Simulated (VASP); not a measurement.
# In3As in VASP: notebook

In3As is run at these levels: PBE; tasks: relaxation of cell and atoms, single point.

Everything below comes from runs of VASP 6.6.1. Logs are shortened: lines on timing, memory, paths and dates and some standing lists are left out, and cuts for length are marked.

### 1 The cell of the first run

The structure is tetragonal, space group P4/mmm (No. 123). Conventional cell: a = 3.034 Å, b = 3.034 Å, c = 11.383 Å, α = 90.00°, β = 90.00°, γ = 90.00°. Within 3.9 Å of In (site symmetry 4mm) lie 1 As at 2.93 Å and 8 In at 3.03 to 3.50 Å. In (site symmetry 4/mmm) has 12 In at 3.03 to 3.50 Å within 4.0 Å. As (site symmetry 4/mmm) has 2 In at 2.93 Å and 4 As at 3.03 Å within 3.9 Å.

### 2 Relaxation of cell and atoms, PBE

File INCAR:

```
SYSTEM = In3As
PREC = Accurate
ENCUT = 600
EDIFF = 1E-6
ISMEAR = 0
SIGMA = 0.1
LREAL = .FALSE.
LASPH = .TRUE.
NELM = 100
ALGO = Normal
ISIF = 3
LWAVE = .FALSE.
LCHARG = .FALSE.
GGA = PE
IBRION = 2
NSW = 100
EDIFFG = -0.01
```

File KPOINTS:

```
Automatic mesh
0
G
  16 16 4
  0 0 0
```

File POSCAR:

```
In3As
1.0
    3.0340342898      0.0000000000      0.0000000000
    0.0000000000      3.0340342898      0.0000000000
    0.0000000000      0.0000000000     11.3831057496
In As
3 1
Direct
    0.5000000000      0.5000000000      0.2423828148
    0.5000000000      0.5000000000      0.7576171852
    0.0000000000      0.0000000000      0.0000000000
    0.5000000000      0.5000000000      0.5000000000
```

Potentials or basis: VASP PAW PBE potentials, release 64 (In_d, As).

On the command line:

```bash
$ cat potpaw_PBE.64/In_d/POTCAR potpaw_PBE.64/As/POTCAR > POTCAR
$ mpirun -np 1 vasp_std > vasp.out
```

OUTCAR:

```text
SYSTEM = In3As
   PREC = Accurate
   ENCUT = 600
   EDIFF = 1E-6
   ISMEAR = 0
   LREAL = .FALSE.
   LASPH = .TRUE.
   NELM = 100
   ISIF = 3
   GGA = PE
   IBRION = 2
   NSW = 100
   EDIFFG = -0.01

 ion  position               nearest neighbor table
   1  0.500  0.500  0.242-   4 2.93   3 3.50   3 3.50   3 3.50   3 3.50
   2  0.500  0.500  0.758-   4 2.93   3 3.50   3 3.50   3 3.50   3 3.50
   3  0.000  0.000  0.000-   1 3.50   2 3.50   1 3.50   2 3.50   1 3.50   2 3.50   1 3.50   2 3.50

   4  0.500  0.500  0.500-   1 2.93   2 2.93

  LATTYP: Found a simple tetragonal cell.
 ALAT       =     3.0340342898
 C/A-ratio  =     3.7518052409

  Lattice vectors:

 A1 = (   3.0340342898,   0.0000000000,   0.0000000000)
 A2 = (   0.0000000000,   3.0340342898,   0.0000000000)
 A3 = (   0.0000000000,   0.0000000000,  11.3831057496)

Analysis of symmetry for initial positions (statically):
=====================================================================
 Subroutine PRICEL returns:
 Original cell was already a primitive cell.

 Routine SETGRP: Setting up the symmetry group for a
 simple tetragonal supercell.

 Subroutine GETGRP returns: Found 16 space group operations
 (whereof 16 operations were pure point group operations)
 out of a pool of 16 trial point group operations.

The static configuration has the point symmetry D_4h.

Analysis of symmetry for dynamics (positions and initial velocities):
=====================================================================
 Subroutine PRICEL returns:
 Original cell was already a primitive cell.

 Routine SETGRP: Setting up the symmetry group for a
 simple tetragonal supercell.

 Subroutine GETGRP returns: Found 16 space group operations
 (whereof 16 operations were pure point group operations)
 out of a pool of 16 trial point group operations.

The dynamic configuration has the point symmetry D_4h.

 Subroutine INISYM returns: Found 16 space group operations
 (whereof 16 operations are pure point group operations),
 and found     1 'primitive' translations

----------------------------------------------------------------------------------------

                                     Primitive cell
[... 98 lines left out ...]
   NSW    =    100    number of steps for IOM
   IBRION =      2    ionic relax: 0-MD 1-quasi-New 2-CG
   NFREE  =      1    steps in history (QN), initial steepest desc. (CG)
   ISIF   =      3    stress and relaxation
   ISYM   =      2    0-nonsym 1-usesym 2-fastsym
   POTIM  = 0.5000    time-step for ionic-motion
   TEBEG  =    0.0;   TEEND  =   0.0 temperature during run
   PSTRESS=    0.0 pullay stress
   NELECT =      44.0000    total number of electrons
   NUPDOWN=      -1.0000    fix difference up-down
   EMIN   =  10.00;   EMAX   =-10.00  energy-range for DOS
   EFERMI =   0.00;   METHOD = LEGACY
   ISMEAR =     0;   SIGMA  =   0.10  broadening in eV -4-tet -1-fermi 0-gaus
   EFERMI_NEDOS =   21; number of points for ismear=-14 and -15
   IALGO  =     38    algorithm
   IMIX   =      4    mixing-type and parameters
     AMIX     =   0.40;   BMIX     =  1.00
     AMIX_MAG =   1.60;   BMIX_MAG =  1.00
  volume/ion in A,a.u.               =      26.20       176.78
  Fermi-wavevector in a.u.,A,eV,Ry     =   1.225910  2.316633 20.447578  1.502855
  Thomas-Fermi vector in A             =   2.360930
   LORBIT       =      0    0 simple, 1 ext, 2 COOP (PROOUT), +10 PAW based schemes
   GGA     = PE    functional components
   LHFCALC =     F    Hartree Fock is set to
   AEXX    =    0.0000 exact exchange contribution
   IVDW    =     0    specifies the selected vdW correction
   LEPSILON=     F    determine dielectric tensor
   LRPA    =     F    only Hartree local field effects (RPA)
 conjugate gradient relaxation of ions
 non-spin polarized calculation
 Gauss-broadening in eV      SIGMA  =   0.10
  energy-cutoff  :      600.00
  volume of cell :      104.79
 maximum number of plane-waves:      3532
   NGX = 13   NGY = 13   NGZ = 45

--------------------------------------- Ionic step        1  -------------------------------------------

 number of electron      44.0000011 magnetization

 Free energy of the ion-electron system (eV)
  ---------------------------------------------------
  ext. energy  EPLUGINS =         0.00000000
  ---------------------------------------------------
  free energy    TOTEN  =       -11.85304473 eV

  energy without entropy =      -11.84279805  energy(sigma->0) =      -11.84792139

------------------------ aborting loop because EDIFF is reached ----------------------------------------

  FORCE on cell =-STRESS in cart. coord.  units (eV):
  Direction    XX          YY          ZZ          XY          YZ          ZX
  --------------------------------------------------------------------------------------
  -------------------------------------------------------------------------------------
  Total        0.2693808      0.2693808     -0.6629516      0.0000000      0.0000000     -0.0000000
  in kB        4.1188459      4.1188459    -10.1365616      0.0000000      0.0000000     -0.0000000
  external PRESSURE =      -0.6329566 kB  Pullay stress =       0.0000000 kB
[... 253 lines left out ...]
--------------------------------------- Ionic step        8  -------------------------------------------

 number of electron      43.9999987 magnetization

 Free energy of the ion-electron system (eV)
  ---------------------------------------------------
  ext. energy  EPLUGINS =         0.00000000
  ---------------------------------------------------
  free energy    TOTEN  =       -11.86523838 eV

  energy without entropy =      -11.85176283  energy(sigma->0) =      -11.85850060

 E-fermi :   6.3393     XC(G=0):  -9.9507

 val. band max:        6.3371423585   @ k =   0.1875   0.0000   0.5000
 cond. band min:       6.3433501514   @ k =   0.1250   0.0000   0.2500
 fundamental gap:      0.0062077929
 Fermi energy:         6.3393307791

 k-point     1 :       0.0000    0.0000    0.0000
  band No.  band energies     occupation
      1      -8.6600      2.00000
      2      -8.6264      2.00000
      3      -8.5911      2.00000
      4      -8.4410      2.00000
      5      -8.3774      2.00000
      6      -8.3574      2.00000
[... 685 lines left out ...]
     25       8.9492      0.00000
     26       9.1505      0.00000

 [... further k-points ...]

------------------------ aborting loop because EDIFF is reached ----------------------------------------

  FORCE on cell =-STRESS in cart. coord.  units (eV):
  Direction    XX          YY          ZZ          XY          YZ          ZX
  --------------------------------------------------------------------------------------
  -------------------------------------------------------------------------------------
  Total       -0.0340418     -0.0340418      0.0331125      0.0000000      0.0000000      0.0000000
  in kB       -0.5195744     -0.5195744      0.5053906      0.0000000      0.0000000      0.0000000
  external PRESSURE =      -0.1779194 kB  Pullay stress =       0.0000000 kB
[... 19 lines left out ...]
  FREE ENERGIE OF THE ION-ELECTRON SYSTEM (eV)
  ---------------------------------------------------
  free  energy   TOTEN  =       -11.8652383769 eV

  energy  without entropy=      -11.8517628298  energy(sigma->0) =      -11.85850060

 reached required accuracy - stopping structural energy minimisation
```

OSZICAR:

```text
N       E                     dE             d eps       ncg     rms          rms(c)
DAV:   1     0.400431788591E+03    0.40043E+03   -0.23083E+04  7020   0.236E+03
DAV:   2     0.257342504982E+02   -0.37470E+03   -0.37098E+03  7022   0.494E+02
[... 64 lines left out ...]
DAV:   1    -0.118637702650E+02    0.11323E-02   -0.80125E-01  8170   0.505E+00    0.335E-01
DAV:   2    -0.118657281428E+02   -0.19579E-02   -0.31554E-02 10128   0.189E+00    0.158E-01
DAV:   3    -0.118654431503E+02    0.28499E-03   -0.66178E-04  9472   0.340E-01    0.109E-01
DAV:   4    -0.118652794158E+02    0.16373E-03   -0.23145E-04  9530   0.182E-01    0.487E-02
DAV:   5    -0.118652375962E+02    0.41820E-04   -0.13596E-04  9838   0.120E-01    0.210E-02
DAV:   6    -0.118652384216E+02   -0.82542E-06   -0.21955E-05  8312   0.474E-02    0.766E-03
DAV:   7    -0.118652383769E+02    0.44658E-07   -0.10216E-06  3906   0.200E-02
   8 F= -.11865238E+02 E0= -.11858501E+02  d E =-.611613E-03
```

Wall time 28 min (1 thread of Intel Xeon Platinum 8259CL at 2.50GHz (Skylake/Cascade Lake), shared host); peak memory 0.52 GiB.

What came out:

```yaml
Free_energy: -11.8652 eV
Relaxed_volume: 26.24 Å³/atom
Relaxed_cell: a = 3.061 Å, b = 3.061 Å, c = 11.207 Å, α = 90.00°, β = 90.00°, γ = 90.00°
Space_group_after_relaxing_to_0.05_Å: P4/mmm (No. 123)
Energy_gained_by_relaxing: 3.0 meV/atom
Ionic_steps: 8
Pressure_after_relaxing: 0.0 GPa
Band_gap_on_the_k_mesh: zero (band 22 reaches 9.40 eV, above the bottom of band 23 at 5.01 eV)
```

The path:
| step | energy change (eV) | largest force (eV/Å) | pressure (GPa) | volume (Å³) |
| --- | --- | --- | --- | --- |
| 1 | 0.0000 | 0.1720 | -0.06 | 104.79 |
| 2 | -0.0075 | 0.1185 | 0.02 | 104.62 |
| 3 | -0.0109 | 0.0603 | 0.12 | 104.43 |
| 4 | -0.0111 | 0.0445 | 0.22 | 104.38 |
| 5 | -0.0116 | 0.0352 | -0.07 | 105.04 |
| 6 | -0.0116 | 0.0398 | -0.07 | 104.99 |
| 7 | -0.0119 | 0.0257 | -0.05 | 104.98 |
| 8 | -0.0122 | 0.0005 | -0.02 | 104.97 |

Final structure:
```cif
data_structure
_symmetry_space_group_name_H-M 'P 1'
_symmetry_Int_Tables_number 1
_cell_length_a 3.0605
_cell_length_b 3.0605
_cell_length_c 11.2067
_cell_angle_alpha 90.000
_cell_angle_beta 90.000
_cell_angle_gamma 90.000
_cell_volume 104.97
loop_
_atom_site_label
_atom_site_type_symbol
_atom_site_fract_x
_atom_site_fract_y
_atom_site_fract_z
_atom_site_occupancy
In1 In 0.50000 0.50000 0.24554 1
In2 In 0.50000 0.50000 0.75446 1
In3 In 0.00000 0.00000 0.00000 1
As1 As 0.50000 0.50000 0.50000 1
```

Levels at points of the mesh, in eV from the Fermi level:
```csv
k point,band 19,band 20,band 21,band 22,band 23,band 24,band 25,band 26
"(0.00, 0.00, 0.00)",-5.53,-4.02,1.21,1.87,3.06,3.06,7.11,7.11
"(0.50, 0.00, 0.00)",-4.61,-4.06,-2.91,-1.44,-1.10,-0.72,2.37,4.31
"(0.50, 0.50, 0.00)",-1.71,-0.67,-0.67,-0.32,0.03,0.25,0.25,1.59
"(0.00, 0.00, 0.50)",-6.65,-2.05,-1.62,3.06,3.06,4.80,5.99,6.98
"(0.50, 0.00, 0.50)",-4.39,-3.67,-3.00,-2.35,-1.33,0.75,2.42,3.18
"(0.50, 0.50, 0.50)",-1.72,-0.87,-0.87,-0.32,0.23,0.73,0.73,1.14
```

Caveat: spin-orbit coupling is left out, which moves the levels of the heavy elements.

### 3 Single point, PBE

This run uses another cell than the first one, of 29.17 Å³/atom, 1.114 times its volume.

File INCAR:

```
PREC = Accurate ; ENCUT = 520
EDIFF = 1E-6 ; ISMEAR = 0
SIGMA = 0.1 ; LREAL = F
LASPH = T ; NELM = 100
ALGO = Normal ; ISIF = 2
LWAVE = F ; LCHARG = F
GGA = PE ; NBANDS = 30
```

File KPOINTS:

```
Automatic mesh
0
Gamma
  4 4 4
```

File POSCAR:

```
In3As
1.0
    5.0774122487      0.0000000000     -0.5961204708
    0.0000000000      8.9157641592      0.0000000000
   -2.2420854534      0.0000000000      2.8407215311
In As
3 1
Direct
    0.5000000000      0.7938144160      0.0000000000
    0.5000000000      0.2061855840      0.0000000000
    0.0000000000      0.0000000000      0.0000000000
    0.5000000000      0.5000000000      0.0000000000
```

Potentials or basis: VASP PAW PBE potentials, release 64 (In_d, As).

On the command line:

```bash
$ cat potpaw_PBE.64/In_d/POTCAR potpaw_PBE.64/As/POTCAR > POTCAR
$ mpirun -np 1 vasp_std > vasp.out
```

Run time: 70 s. Hardware: 1 thread of Intel Xeon Platinum 8488C (Sapphire Rapids), shared host; peak memory 0.31 GiB.

Results (log left out):

```
Free energy            : -11.3393 eV
Pressure               : 0.1 GPa
Largest force          : 0.006 eV/Å
Band gap on the k mesh : zero (band 22 reaches 7.34 eV, above the bottom of band 23 at 3.61 eV)
```

Forces on the atoms (eV/Å):
```
In   0.000 -0.006  0.000
In   0.000  0.006  0.000
In   0.000  0.000  0.000
As   0.000  0.000  0.000
```

Stress tensor (GPa, compression positive):
```
 0.06  0.00  0.01
 0.00  0.27  0.00
 0.01  0.00 -0.03
```

Levels at points of the mesh, in eV from the Fermi level:
```
           k point  band 19  band 20  band 21  band 22  band 23  band 24  band 25  band 26
(0.00, 0.00, 0.00)    -1.99    -1.44     1.28     1.29     2.92     2.94     4.38     5.12
(0.50, 0.00, 0.00)    -5.05    -2.36    -2.23    -0.11     0.83     1.97     3.05     4.82
(0.00, 0.50, 0.00)    -4.57     1.43     1.44     2.28     2.50     2.52     2.52     4.88
(0.50, 0.50, 0.00)    -3.25    -3.12    -2.97    -1.01     1.54     1.99     4.45     4.98
(0.00, 0.00, 0.50)    -2.85    -2.66    -2.65    -0.98    -0.97     0.25     0.26     1.14
(0.50, 0.00, 0.50)    -5.06    -2.36    -2.23    -0.11     0.82     1.98     3.05     4.82
(0.00, 0.50, 0.50)    -2.39    -2.38    -1.73    -1.72    -1.45    -1.04     1.29     1.30
(0.50, 0.50, 0.50)    -3.26    -3.12    -2.97    -1.01     1.54     2.00     4.45     4.97
```

Caveat: the k points lie up to 0.61 Å⁻¹ apart; spin-orbit coupling is left out, which moves the levels of the heavy elements.

### 4 Single point, PBE

File INCAR:

```
SYSTEM = In3As
PREC     = Accurate       ! precision mode
ENCUT    = 520            ! plane-wave cutoff, eV
EDIFF    = 1E-6           ! SCF threshold, eV
ISMEAR   = 0              ! smearing method
SIGMA    = 0.1            ! smearing width, eV
LREAL    = .FALSE.        ! projectors in reciprocal space
LASPH    = .TRUE.         ! aspherical terms in the spheres
NELM     = 100            ! most SCF steps
ALGO     = Fast           ! electronic algorithm
ISIF     = 2              ! what is computed and relaxed
LWAVE    = .FALSE.        ! write WAVECAR
LCHARG   = .FALSE.        ! write CHGCAR
GGA      = PE             ! functional
NBANDS   = 30             ! bands
```

File KPOINTS:

```
Automatic mesh
0
G
  6 6 2
  0 0 0
```

File POSCAR:

```
In3As
1.0
    3.0340342898      0.0000000000      0.0000000000
    0.0000000000      3.0340342898      0.0000000000
    0.0000000000      0.0000000000     11.3831057496
In As
3 1
Direct
    0.5000000000      0.5000000000      0.2423828148
    0.5000000000      0.5000000000      0.7576171852
    0.0000000000      0.0000000000      0.0000000000
    0.5000000000      0.5000000000      0.5000000000
```

Potentials or basis: VASP PAW PBE potentials, release 64 (In_d, As).

On the command line:

```bash
$ cat potpaw_PBE.64/In_d/POTCAR potpaw_PBE.64/As/POTCAR > POTCAR
$ mpirun -np 1 vasp_std > vasp.out
```

OUTCAR:

```text
SYSTEM = In3As
   PREC = Accurate
   ENCUT = 520
   EDIFF = 1E-6
   ISMEAR = 0
   LREAL = .FALSE.
   LASPH = .TRUE.
   NELM = 100
   ISIF = 2
   GGA = PE

 ion  position               nearest neighbor table
   1  0.500  0.500  0.242-   4 2.93   3 3.50   3 3.50   3 3.50   3 3.50
   2  0.500  0.500  0.758-   4 2.93   3 3.50   3 3.50   3 3.50   3 3.50
   3  0.000  0.000  0.000-   1 3.50   2 3.50   1 3.50   2 3.50   1 3.50   2 3.50   1 3.50   2 3.50

   4  0.500  0.500  0.500-   1 2.93   2 2.93

  LATTYP: Found a simple tetragonal cell.
 ALAT       =     3.0340342898
 C/A-ratio  =     3.7518052409

  Lattice vectors:

 A1 = (   3.0340342898,   0.0000000000,   0.0000000000)
 A2 = (   0.0000000000,   3.0340342898,   0.0000000000)
 A3 = (   0.0000000000,   0.0000000000,  11.3831057496)

Analysis of symmetry for initial positions (statically):
=====================================================================
 Subroutine PRICEL returns:
 Original cell was already a primitive cell.

 Routine SETGRP: Setting up the symmetry group for a
 simple tetragonal supercell.

 Subroutine GETGRP returns: Found 16 space group operations
 (whereof 16 operations were pure point group operations)
[... 164 lines left out ...]

 E-fermi :   6.4776     XC(G=0):  -9.9558

 val. band max:        6.4753455368   @ k =   0.5000   0.3333   0.0000
 cond. band min:       6.5305458820   @ k =   0.5000   0.5000   0.0000
 fundamental gap:      0.0552003451
 Fermi energy:         6.4775866815

 k-point     1 :       0.0000    0.0000    0.0000
  band No.  band energies     occupation
      1      -8.6601      2.00000
      2      -8.6557      2.00000
      3      -8.4080      2.00000
      4      -8.3921      2.00000
      5      -8.3764      2.00000
      6      -8.1400      2.00000
[... 649 lines left out ...]
     29       9.4489      0.00000
     30      10.4032      0.00000

------------------------ aborting loop because EDIFF is reached ----------------------------------------

  FORCE on cell =-STRESS in cart. coord.  units (eV):
  Direction    XX          YY          ZZ          XY          YZ          ZX
  --------------------------------------------------------------------------------------
  -------------------------------------------------------------------------------------
  Total       -0.0083265     -0.0083265      0.0192549      0.0000000      0.0000000      0.0000000
  in kB       -0.1273129     -0.1273129      0.2944087      0.0000000      0.0000000      0.0000000
  external PRESSURE =       0.0132609 kB  Pullay stress =       0.0000000 kB

 VOLUME and BASIS-vectors are now :
 -----------------------------------------------------------------------------
  energy-cutoff  :      520.00
  volume of cell :      104.79
      direct lattice vectors                 reciprocal lattice vectors
     3.034034290  0.000000000  0.000000000     0.329594166  0.000000000  0.000000000
     0.000000000  3.034034290  0.000000000     0.000000000  0.329594166  0.000000000
     0.000000000  0.000000000 11.383105750     0.000000000  0.000000000  0.087849487

 POSITION                                       TOTAL-FORCE (eV/Angst)
 -----------------------------------------------------------------------------------
      1.51702      1.51702      2.75907         0.000000     -0.000000      0.003190
      1.51702      1.51702      8.62404        -0.000000      0.000000     -0.003190
      0.00000      0.00000      0.00000         0.000000      0.000000     -0.000000
      1.51702      1.51702      5.69155         0.000000      0.000000     -0.000000
 -----------------------------------------------------------------------------------
    total drift:                                0.000000     -0.000000     -0.000000

  FREE ENERGIE OF THE ION-ELECTRON SYSTEM (eV)
  ---------------------------------------------------
  free  energy   TOTEN  =       -11.8784367430 eV

  energy  without entropy=      -11.8701959725  energy(sigma->0) =      -11.87431636
```

Wall time 64 s (1 thread of Intel Xeon Platinum 8259CL at 2.50GHz (Skylake/Cascade Lake), shared host); peak memory 0.24 GiB.

What came out:

* Free energy: -11.8784 eV
* Pressure: 0.0 GPa
* Largest force: 0.003 eV/Å
* Band gap on the k mesh: zero (band 22 reaches 9.38 eV, above the bottom of band 23 at 5.03 eV)

Forces in eV/Å, atoms in the order of the input:
```
In   0.000  0.000  0.003
In   0.000  0.000 -0.003
In   0.000  0.000  0.000
As   0.000  0.000  0.000
```

Caveat: spin-orbit coupling is left out, which moves the levels of the heavy elements.

[end of part 1 of 2]
